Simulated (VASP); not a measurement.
Input of a VASP 6.6.1 run:

The input INCAR:

```
PREC = Accurate ; ENCUT = 600
EDIFF = 1E-6 ; ISMEAR = -1
SIGMA = 0.05 ; LREAL = F
LASPH = T ; NELM = 200
ALGO = Normal ; ISIF = 2
LWAVE = F ; LCHARG = F
ISPIN = 2 ; MAGMOM = 1.988
LORBIT = 11 ; LMAXMIX = 4
NBANDS = 18 ; GGA_COMPAT = F
```

Contents of KPOINTS:

```
Automatic mesh
0
Gamma
  8 8 8
```

The input POSCAR:

```
Fe
1.0
   -1.3745984210      1.3745984210      1.3745984210
    1.3745984210     -1.3745984210      1.3745984210
    1.3745984210      1.3745984210     -1.3745984210
Fe
1
Direct
    0.0000000000      0.0000000000      0.0000000000
```

Potentials or basis: VASP PAW LDA potentials, release 64 (Fe_sv).

Run with:

```bash
$ cat potpaw_LDA.64/Fe_sv/POTCAR > POTCAR
$ mpirun -np 1 vasp_std > vasp.out
```

Q: Estimate the net moment.

A: 1.91 μB per cell.

Q: What does it give for the site moments?

A: Fe +1.88 μB.

Q: What does it give for the pressure?

A: -4.4 GPa.

Caveat: the k points lie up to 0.40 Å⁻¹ apart.
